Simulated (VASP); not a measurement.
Input of a VASP 6.6.1 run:

The input INCAR:

```
PREC = Accurate ; ENCUT = 500
EDIFF = 1E-6 ; ISMEAR = 0
SIGMA = 0.01 ; LREAL = F
LASPH = T ; NELM = 120
ALGO = Normal ; ISIF = 2
LWAVE = F ; LCHARG = F
GGA = PE ; IVDW = 12
NBANDS = 22 ; GGA_COMPAT = F
```

KPOINTS

```
regular mesh
0
Gamma
  4 4 2
```

File POSCAR:

```
NaI
1.0
    0.0000000000      3.2364000000      3.2364000000
    3.2364000000      0.0000000000      3.2364000000
    6.4728000000      6.4728000000      0.0000000000
Na I
2 2
Direct
    0.0000000000      0.0000000000      0.0000000000
    0.0000000000      0.0000000000      0.5000000000
    0.5000000000      0.5000000000      0.2500000000
    0.5000000000      0.5000000000      0.7500000000
```

Potentials or basis: VASP PAW PBE potentials, release 64 (Na_pv, I).

Launch:

```bash
$ cat potpaw_PBE.64/Na_pv/POTCAR potpaw_PBE.64/I/POTCAR > POTCAR
$ mpirun -np 1 vasp_std > vasp.out
```

(1) Estimate the pressure.

(2) Predict the dispersion energy per atom.

(3) What does it give for the band gap on the k mesh?

Results:

(1) -0.8 GPa.

(2) -0.253 eV.

(3) 3.64 eV.

Caveat: the k points lie up to 0.42 Å⁻¹ apart; three body term missing; spin-orbit coupling is left out, which moves the levels of the heavy elements.
